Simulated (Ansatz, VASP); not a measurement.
# One calculation of TaHO2, two programs

File INCAR:

```
SYSTEM = TaHO2
ALGO = Normal
EDIFF = 1E-7
EDIFFG = -0.04
ENCUT = 600
GGA = PE
IBRION = 2
ISIF = 3
ISMEAR = 0
LASPH = .TRUE.
LCHARG = .FALSE.
LREAL = .FALSE.
LWAVE = .FALSE.
NELM = 60
NSW = 90
PREC = Accurate
SIGMA = 0.1
```

File KPOINTS:

```
k-points
0
G
  6 6 2
  0 0 0
```

File POSCAR:

```
TaHO2
1.0
    3.0042465600      0.0000000000      0.0000000000
   -1.5021232800      2.6017538400      0.0000000000
    0.0000000000      0.0000000000      9.5651676100
Ta H O
2 2 4
Direct
    0.6666666700      0.3333333300      0.7500000000
    0.3333333300      0.6666666700      0.2500000000
    0.0000000000      0.0000000000      0.0000000000
    0.0000000000      0.0000000000      0.5000000000
    0.3333333300      0.6666666700      0.8849994000
    0.3333333300      0.6666666700      0.6150006000
    0.6666666700      0.3333333300      0.3849994000
    0.6666666700      0.3333333300      0.1150006000
```

Input for Ansatz:

```yaml
crystal:
  lattice:
    - [3.00424656, 0.0, 0.0]
    - [-1.50212328, 2.60175384, 0.0]
    - [0.0, 0.0, 9.56516761]
  atoms:
    - { symbol: Ta, position: [0.66666667, 0.33333333, 0.75] }
    - { symbol: Ta, position: [0.33333333, 0.66666667, 0.25] }
    - { symbol: H, position: [0.0, 0.0, 0.0] }
    - { symbol: H, position: [0.0, 0.0, 0.5] }
    - { symbol: O, position: [0.33333333, 0.66666667, 0.8849994] }
    - { symbol: O, position: [0.33333333, 0.66666667, 0.6150006] }
    - { symbol: O, position: [0.66666667, 0.33333333, 0.3849994] }
    - { symbol: O, position: [0.66666667, 0.33333333, 0.1150006] }
basis:
  ecutwfc: 420
kpoints:
  mp_grid: { grid: [6, 6, 2] }
hamiltonian:
  xc: pbe
scf:
  occupations: { method: gaussian, width: 0.1 }
  lower_state_search: "off"
output:
  forces: true
  stress: true
  eigenvalues: true
relax:
  adjacent_minimum: "off"
  f_tol: 0.04
  max_steps: 70
  cell: { stress_tol: 0.4 }
```

Alike in both runs: task relaxation of cell and atoms; functional PBE; k mesh 6 × 6 × 2; occupations gaussian, width 0.1 eV; no spin polarisation.

|  | VASP | Ansatz |
| --- | --- | --- |
| version | VASP 6.6.1 | Ansatz 0.2.0 |
| potentials or method | VASP PAW PBE potentials, release 64 (Ta_pv, H, O), cutoff 600 eV | scalar-relativistic, plane waves, PAW |
| valence electrons in the cell | 48 | 52 |

Ansatz gave:

* gap on the k mesh at the Fermi level, each at its own relaxed structure (eV): none
* relaxed volume (Å³/atom): 9.65
* relaxed cell length with the largest relative difference (Å): 10.453

Question: Which values does VASP return?

Answer: gap on the k mesh at the Fermi level, each at its own relaxed structure (eV): none; relaxed volume (Å³/atom): 9.35; relaxed cell length with the largest relative difference (Å): 10.249.

A gap of «none» marks a metal or a gap that the smearing closes. VASP's potentials hold 48 valence electrons a cell and Ansatz's 52, so a difference there can come from the potentials and not from the codes.

The k mesh is coarse, so the values compare programs but aren't converged. Neither program's run includes spin-orbit coupling.
